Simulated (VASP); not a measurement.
Here is a VASP 6.6.1 calculation.

POSCAR

```
Rb2PdC2
1.0
    5.2330473540      0.0000000000      0.0000000000
   -2.6165236770      4.5319519478      0.0000000000
    0.0000000000      0.0000000000      5.2443055441
Rb Pd C
2 1 2
Direct
    0.3333333333      0.6666666667      0.2843074708
    0.6666666667      0.3333333333      0.7156925292
    0.0000000000      0.0000000000      0.0000000000
    0.0000000000      0.0000000000      0.3800325287
    0.0000000000      0.0000000000      0.6199674713
```

The input INCAR.step1:

```
SYSTEM = Rb2PdC2
  PREC = Accurate
  ENCUT = 770
  ISMEAR = 0
  SIGMA = 0.02
  LREAL = .False.
  LASPH = .True.
  NELM = 120
  NBANDS = 30
  GGA = PE
  ALGO = Normal
  EDIFF = 1E-5
  LWAVE = .True.
  LCHARG = .False.
  GGA_COMPAT = .False.
```

Contents of INCAR.step2:

```
SYSTEM = Rb2PdC2
  PREC = Accurate
  ENCUT = 770
  EDIFF = 1E-6
  ISMEAR = 0
  SIGMA = 0.02
  LREAL = .False.
  LASPH = .True.
  NELM = 120
  ALGO = Normal
  ISIF = 2
  LWAVE = .False.
  LCHARG = .True.
  METAGGA = R2SCAN
  LMIXTAU = .True.
  LELF = .True.
  LVHAR = .True.
  NBANDS = 30
  ISTART = 1
  GGA_COMPAT = .False.
```

KPOINTS

```
Automatic mesh
0
Gamma
  6 6 6
  0 0 0
```

Potentials or basis: VASP PAW PBE potentials, release 64 (Rb_sv, Pd_sv_GW, C).

The run is started by

```bash
$ cat potpaw_PBE.64/Rb_sv/POTCAR potpaw_PBE.64/Pd_sv_GW/POTCAR potpaw_PBE.64/C/POTCAR > POTCAR
$ cp INCAR.step1 INCAR
$ mpirun -np 1 vasp_std > vasp.out
$ cp INCAR.step2 INCAR
$ mpirun -np 1 vasp_std > vasp.out
```

Q: Predict the largest force.

A: 0.161 eV/Å.

Q: Estimate the pressure.

A: 1.9 GPa.

Stress tensor (GPa, compression positive):
```
1.87 0.00 0.00
0.00 1.87 0.00
0.00 0.00 1.98
```

Caveat: the PAW data sets were made with another functional, which shifts forces and pressure a little.
